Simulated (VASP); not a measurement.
# Tl2FeH6 (Fm-3m) in VASP: notebook

Runs on Tl2FeH6. Level: PBE. Tasks: single point.

Everything below comes from runs of VASP 6.6.1. Logs are shortened: lines on timing, memory, paths and dates and some standing lists are left out, and cuts for length are marked.

### Step 1. The cell of the first run

The structure is cubic, space group Fm-3m (No. 225). Conventional cell: a = 7.022 Å, b = 7.022 Å, c = 7.022 Å, α = 90.00°, β = 90.00°, γ = 90.00°. H (site symmetry 4mm) has 1 Fe at 1.70 Å within 2.3 Å. Fe (site symmetry m-3m) has 6 H at 1.70 Å within 2.3 Å. Tl (site symmetry -43m) has 12 H at 2.48 Å and 4 Fe at 3.04 Å within 3.3 Å.

### Step 2. Single point, PBE

File INCAR:

```
  PREC = Accurate
  ENCUT = 520
  EDIFF = 1E-6
  ISMEAR = -1
  SIGMA = 0.1
  LREAL = False
  LASPH = True
  NELM = 60
  ALGO = Normal
  ISIF = 2
  LWAVE = False
  LCHARG = False
  GGA = PE
  NBANDS = 30
```

File KPOINTS:

```
Automatic mesh
0
Gamma
  5 5 5
```

File POSCAR:

```
Tl2FeH6
1.0
    0.0000000000      3.5111160000      3.5111160000
    3.5111160000      0.0000000000      3.5111160000
    3.5111160000      3.5111160000      0.0000000000
H Fe Tl
6 1 2
Direct
    0.7580000000      0.2420000000      0.2420000000
    0.2420000000      0.7580000000      0.2420000000
    0.2420000000      0.7580000000      0.7580000000
    0.7580000000      0.2420000000      0.7580000000
    0.2420000000      0.2420000000      0.7580000000
    0.7580000000      0.7580000000      0.2420000000
    0.0000000000      0.0000000000      0.0000000000
    0.2500000000      0.2500000000      0.2500000000
    0.7500000000      0.7500000000      0.7500000000
```

Potentials or basis: VASP PAW PBE potentials, release 64 (H, Fe, Tl_d).

Command:

```sh
$ cat potpaw_PBE.64/H/POTCAR potpaw_PBE.64/Fe/POTCAR potpaw_PBE.64/Tl_d/POTCAR > POTCAR
$ mpirun -np 1 vasp_std > vasp.out
```

OUTCAR:

```text
PREC = Accurate
   ENCUT = 520
   EDIFF = 1E-6
   ISMEAR = -1
   LREAL = False
   LASPH = True
   NELM = 60
   ISIF = 2
   GGA = PE

 ion  position               nearest neighbor table
   1  0.758  0.242  0.242-   7 1.70   9 2.48   9 2.48   8 2.48   8 2.48
   2  0.242  0.758  0.242-   7 1.70   9 2.48   9 2.48   8 2.48   8 2.48
   3  0.242  0.758  0.758-   7 1.70   9 2.48   9 2.48   8 2.48   8 2.48
   4  0.758  0.242  0.758-   7 1.70   9 2.48   9 2.48   8 2.48   8 2.48
   5  0.242  0.242  0.758-   7 1.70   9 2.48   9 2.48   8 2.48   8 2.48
   6  0.758  0.758  0.242-   7 1.70   9 2.48   9 2.48   8 2.48   8 2.48
   7  0.000  0.000  0.000-   1 1.70   2 1.70   3 1.70   4 1.70   5 1.70   6 1.70   8 3.04   9 3.04
                             9 3.04   9 3.04   9 3.04   8 3.04   8 3.04   8 3.04
   8  0.250  0.250  0.250-   1 2.48   4 2.48   6 2.48   2 2.48   3 2.48   6 2.48   3 2.48   4 2.48
                             5 2.48   1 2.48   2 2.48   5 2.48   7 3.04   7 3.04   7 3.04   7 3.04
   9  0.750  0.750  0.750-   3 2.48   4 2.48   6 2.48   1 2.48   2 2.48   6 2.48   1 2.48   4 2.48
                             5 2.48   2 2.48   3 2.48   5 2.48   7 3.04   7 3.04   7 3.04   7 3.04

  LATTYP: Found a face centered cubic cell.
 ALAT       =     7.0222320000

  Lattice vectors:

 A1 = (   0.0000000000,   3.5111160000,   3.5111160000)
 A2 = (   3.5111160000,   0.0000000000,   3.5111160000)
 A3 = (   3.5111160000,   3.5111160000,   0.0000000000)

Analysis of symmetry for initial positions (statically):
=====================================================================
 Subroutine PRICEL returns:
 Original cell was already a primitive cell.

 Routine SETGRP: Setting up the symmetry group for a
 face centered cubic supercell.

 Subroutine GETGRP returns: Found 48 space group operations
 (whereof 48 operations were pure point group operations)
 out of a pool of 48 trial point group operations.

The static configuration has the point symmetry O_h .

Analysis of symmetry for dynamics (positions and initial velocities):
=====================================================================
 Subroutine PRICEL returns:
 Original cell was already a primitive cell.

 Routine SETGRP: Setting up the symmetry group for a
 face centered cubic supercell.

 Subroutine GETGRP returns: Found 48 space group operations
 (whereof 48 operations were pure point group operations)
 out of a pool of 48 trial point group operations.

The dynamic configuration has the point symmetry O_h .

 Subroutine INISYM returns: Found 48 space group operations
 (whereof 48 operations are pure point group operations),
[... 103 lines left out ...]
   POTIM  = 0.5000    time-step for ionic-motion
   TEBEG  =    0.0;   TEEND  =   0.0 temperature during run
   PSTRESS=    0.0 pullay stress
   NELECT =      40.0000    total number of electrons
   NUPDOWN=      -1.0000    fix difference up-down
   EMIN   =  10.00;   EMAX   =-10.00  energy-range for DOS
   EFERMI =   0.00;   METHOD = LEGACY
   ISMEAR =    -1;   SIGMA  =   0.10  broadening in eV -4-tet -1-fermi 0-gaus
   EFERMI_NEDOS =   21; number of points for ismear=-14 and -15
   IALGO  =     38    algorithm
   IMIX   =      4    mixing-type and parameters
     AMIX     =   0.40;   BMIX     =  1.00
     AMIX_MAG =   1.60;   BMIX_MAG =  1.00
  volume/ion in A,a.u.               =       9.62        64.91
  Fermi-wavevector in a.u.,A,eV,Ry     =   1.265629  2.391691 21.794030  1.601816
  Thomas-Fermi vector in A             =   2.398872
   LORBIT       =      0    0 simple, 1 ext, 2 COOP (PROOUT), +10 PAW based schemes
   GGA     = PE    functional components
   LHFCALC =     F    Hartree Fock is set to
   AEXX    =    0.0000 exact exchange contribution
   IVDW    =     0    specifies the selected vdW correction
   LEPSILON=     F    determine dielectric tensor
   LRPA    =     F    only Hartree local field effects (RPA)
 non-spin polarized calculation
  energy-cutoff  :      520.00
  volume of cell :       86.57
 maximum number of plane-waves:      2345
 NGX is ok and might be reduce to    40
   NGX = 19   NGY = 19   NGZ = 19

 number of electron      39.9999994 magnetization

 Free energy of the ion-electron system (eV)
  ---------------------------------------------------
  ext. energy  EPLUGINS =         0.00000000
  ---------------------------------------------------
  free energy    TOTEN  =       -29.49597923 eV

  energy without entropy =      -29.38310121  energy(sigma->0) =      -29.43954022

 E-fermi :   5.1297     XC(G=0): -10.6587

 val. band max:        5.1230283260   @ k =  -0.4000   0.4000   0.2000
 cond. band min:       5.1312306541   @ k =  -0.2000   0.2000   0.0000
 fundamental gap:      0.0082023281
 Fermi energy:         5.1296809871

 k-point     1 :       0.0000    0.0000    0.0000
  band No.  band energies     occupation
      1      -6.3423      2.00000
      2      -6.3423      2.00000
      3      -6.2823      2.00000
      4      -6.2823      2.00000
      5      -6.2823      2.00000
      6      -5.8044      2.00000
[... 319 lines left out ...]
     29      13.2359      0.00000
     30      14.3694      0.00000

------------------------ aborting loop because EDIFF is reached ----------------------------------------

  FORCE on cell =-STRESS in cart. coord.  units (eV):
  Direction    XX          YY          ZZ          XY          YZ          ZX
  --------------------------------------------------------------------------------------
  -------------------------------------------------------------------------------------
  Total        0.6386195      0.6386195      0.6386195     -0.0000000      0.0000000      0.0000000
  in kB       11.8191766     11.8191766     11.8191766     -0.0000000      0.0000000      0.0000000
  external PRESSURE =      11.8191766 kB  Pullay stress =       0.0000000 kB

 VOLUME and BASIS-vectors are now :
 -----------------------------------------------------------------------------
  energy-cutoff  :      520.00
  volume of cell :       86.57
      direct lattice vectors                 reciprocal lattice vectors
     0.000000000  3.511116000  3.511116000    -0.142404865  0.142404865  0.142404865
     3.511116000  0.000000000  3.511116000     0.142404865 -0.142404865  0.142404865
     3.511116000  3.511116000  0.000000000     0.142404865  0.142404865 -0.142404865

 POSITION                                       TOTAL-FORCE (eV/Angst)
 -----------------------------------------------------------------------------------
      1.69938      3.51112      3.51112        -0.836633     -0.000000      0.000000
      3.51112      1.69938      3.51112         0.000000     -0.836633      0.000000
      5.32285      3.51112      3.51112         0.836633     -0.000000      0.000000
      3.51112      5.32285      3.51112         0.000000      0.836633      0.000000
      3.51112      3.51112      1.69938         0.000000     -0.000000     -0.836633
      3.51112      3.51112      5.32285         0.000000     -0.000000      0.836633
      0.00000      0.00000      0.00000         0.000000     -0.000000      0.000000
      1.75556      1.75556      1.75556        -0.000000     -0.000000      0.000000
      5.26667      5.26667      5.26667         0.000000      0.000000      0.000000
 -----------------------------------------------------------------------------------
    total drift:                               -0.000000     -0.000000      0.000000

  FREE ENERGIE OF THE ION-ELECTRON SYSTEM (eV)
  ---------------------------------------------------
  free  energy   TOTEN  =       -29.4959792335 eV

  energy  without entropy=      -29.3831012088  energy(sigma->0) =      -29.43954022
```

OSZICAR:

```text
N       E                     dE             d eps       ncg     rms          rms(c)
DAV:   1     0.248146517755E+03    0.24815E+03   -0.19681E+04   600   0.134E+03
DAV:   2    -0.207341153067E+02   -0.26888E+03   -0.25567E+03   636   0.314E+02
DAV:   3    -0.327798594163E+02   -0.12046E+02   -0.11746E+02   686   0.712E+01
DAV:   4    -0.329738136213E+02   -0.19395E+00   -0.19345E+00   630   0.827E+00
DAV:   5    -0.329779094136E+02   -0.40958E-02   -0.40956E-02   710   0.135E+00    0.212E+01
DAV:   6    -0.469764490014E+02   -0.13999E+02   -0.16406E+02   670   0.903E+01    0.406E+01
DAV:   7    -0.298501946724E+02    0.17126E+02   -0.20992E+01   682   0.932E+01    0.678E+00
DAV:   8    -0.297007101870E+02    0.14948E+00   -0.55220E+00   826   0.153E+01    0.678E+00
DAV:   9    -0.295277541987E+02    0.17296E+00   -0.15709E+00   738   0.930E+00    0.277E+00
DAV:  10    -0.294962549621E+02    0.31499E-01   -0.24339E-01   790   0.349E+00    0.534E-01
DAV:  11    -0.294961687834E+02    0.86179E-04   -0.12539E-02   814   0.728E-01    0.500E-01
DAV:  12    -0.294960072149E+02    0.16157E-03   -0.16656E-03   664   0.302E-01    0.889E-02
DAV:  13    -0.294959734680E+02    0.33747E-04   -0.19630E-04   826   0.896E-02    0.366E-02
DAV:  14    -0.294959794939E+02   -0.60259E-05   -0.47518E-05   642   0.462E-02    0.123E-02
DAV:  15    -0.294959792335E+02    0.26041E-06   -0.25831E-06   482   0.130E-02
   1 F= -.29495979E+02 E0= -.29439540E+02  d E =-.112878E+00
```

stdout:

```text
POSCAR found type information on POSCAR H FeTl
 POSCAR found :  3 types and       9 ions
 scaLAPACK will be used
 LDA part: xc-table for (Slater+PW92), standard interpolation
 POSCAR, INCAR and KPOINTS ok, starting setup
 FFT: planning ... GRIDC
 FFT: planning ... GRID_SOFT
 FFT: planning ... GRID
 WAVECAR not read
 entering main loop
```

Wall time 45 s (1 thread of Oxide Virtual Turin-like, shared host); peak memory 0.21 GiB.

What came out:

```
Free energy            : -29.4960 eV
Pressure               : 1.2 GPa
Largest force          : 0.837 eV/Å
Band gap on the k mesh : 0.01 eV, indirect (least direct gap 0.31 eV)
```

Forces on the atoms (eV/Å):
```
H   -0.837  0.000  0.000
H    0.000 -0.837  0.000
H    0.837  0.000  0.000
H    0.000  0.837  0.000
H    0.000  0.000 -0.837
H    0.000  0.000  0.837
Fe   0.000  0.000  0.000
Tl   0.000  0.000  0.000
Tl   0.000  0.000  0.000
```

Caveat: spin-orbit coupling is left out, which moves the levels of the heavy elements. A k mesh can miss the band edges.

### Step 3. Single point, PBE

File INCAR:

```
PREC     = Accurate       # precision mode
ENCUT    = 520            # plane-wave cutoff, eV
EDIFF    = 1E-7           # SCF threshold, eV
ISMEAR   = -1             # smearing method
SIGMA    = 0.1            # smearing width, eV
LREAL    = F              # projectors in reciprocal space
LASPH    = T              # aspherical terms in the spheres
NELM     = 100            # most SCF steps
ALGO     = Normal         # electronic algorithm
ISIF     = 2              # what is computed and relaxed
LWAVE    = F              # write WAVECAR
LCHARG   = F              # write CHGCAR
GGA      = PE             # functional
NBANDS   = 30             # bands
```

File KPOINTS:

```
Automatic mesh
0
Gamma
  6 6 6
```

POSCAR is that of step 2.

Potentials or basis: VASP PAW PBE potentials, release 64 (H, Fe, Tl_d).

Command:

```sh
$ cat potpaw_PBE.64/H/POTCAR potpaw_PBE.64/Fe/POTCAR potpaw_PBE.64/Tl_d/POTCAR > POTCAR
$ mpirun -np 1 vasp_std > vasp.out
```

It took 53 s on 1 thread of Oxide Virtual Turin-like, shared host; peak memory 0.22 GiB.

It converged, with:

```yaml
Free_energy: -29.4952 eV
Pressure: 1.2 GPa
Largest_force: 0.839 eV/Å
Band_gap_on_the_k_mesh: 0.04 eV, indirect (least direct gap 0.25 eV)
```

Forces in eV/Å, atoms in the order of the input:
```
H   -0.839  0.000  0.000
H    0.000 -0.839  0.000
H    0.839  0.000  0.000
H    0.000  0.839  0.000
H    0.000  0.000 -0.839
H    0.000  0.000  0.839
Fe   0.000  0.000  0.000
Tl   0.000  0.000  0.000
Tl   0.000  0.000  0.000
```

Levels at points of the mesh, in eV from the valence-band top:
| k point | band 16 | band 17 | band 18 | band 19 | band 20 | band 21 | band 22 | band 23 | band 24 | band 25 |
| --- | --- | --- | --- | --- | --- | --- | --- | --- | --- | --- |
| (0.00, 0.00, 0.00) | -2.18 | -2.18 | -1.89 | -1.89 | -1.89 | 1.58 | 2.18 | 2.18 | 2.18 | 3.34 |
| (0.50, 0.00, 0.00) | -2.77 | -2.64 | -1.28 | -1.28 | -1.12 | 0.04 | 1.56 | 1.56 | 4.60 | 4.60 |
| (0.50, 0.50, 0.00) | -4.01 | -3.58 | -1.04 | -1.04 | -0.14 | 0.63 | 1.63 | 3.29 | 5.81 | 5.81 |

Caveat: spin-orbit coupling is left out, which moves the levels of the heavy elements.
